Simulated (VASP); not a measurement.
Runs of VASP 6.6.1 on Co. The structure is that of space group Im-3m (No. 229), or close to it. The cells are those of the table. 

| level | cell | k mesh | gap on the mesh (eV) | pressure (GPa) | moment (μB) |
| --- | --- | --- | --- | --- | --- |
| r2SCAN | a = 2.423 Å, angles 109.5°, 1 atom | 20 × 20 × 20 | none | 0.0 | 1.91 |
| r2SCAN | a = 2.439 Å, angles 109.5°, 1 atom | 20 × 20 × 20 | none | -4.2 | 1.91 |
| PBE | a = 2.434 Å, angles 109.5°, 1 atom | 10 × 10 × 10 | none | (b) | 1.82 |
| r2SCAN | a = 2.417 Å, angles 109.5°, 1 atom | 20 × 20 × 20 | none | (a) | 1.91 |

Alike in all rows: task single point; potentials or basis VASP PAW PBE potentials, release 64 (Co); spin collinear, ferromagnetic start; cutoff (eV) 520; smearing gaussian 0.05 eV.

Problem. Estimate the missing entries.

Solution. (a) 1.7; (b) 0.4.

Caveats: the PAW data sets were made with another functional, which shifts forces and pressure a little (some runs).

A gap of «none» marks levels without a gap at the run's occupations.
